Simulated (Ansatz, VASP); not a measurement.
## Two plane-wave programs on BaTiO3

```
Ba Ti O
1.0
     2.82737    1.63238    2.31839
    -2.82737    1.63238    2.31839
     0.00000   -3.26476    2.31839
Ba Ti O
1 1 3
Direct
  0.00000 0.00000 0.00000
  0.48450 0.48450 0.48450
  0.50860 0.50860 0.01750
  0.01750 0.50860 0.50860
  0.50860 0.01750 0.50860
```

Alike in both runs: task single point; functional PBEsol; k mesh 6 × 6 × 6; no spin polarisation.

|  | VASP | Ansatz |
| --- | --- | --- |
| version | VASP 6.6.1 | Ansatz 0.2.0 |
| potentials or method | VASP PAW PBE potentials, release 64 (Ba_sv, Ti_sv, O), cutoff 520 eV | plane waves, PAW |
| occupations | gaussian, width 0.01 eV | fixed |
| valence electrons in the cell | 40 | 40 |

```csv
,VASP,Ansatz,Ansatz less VASP
gap on the k mesh at the Fermi level (eV),2.34,2.39,+0.055
```

VASP's potentials were made for PBE, not for PBEsol.

Spin-orbit coupling is off throughout.
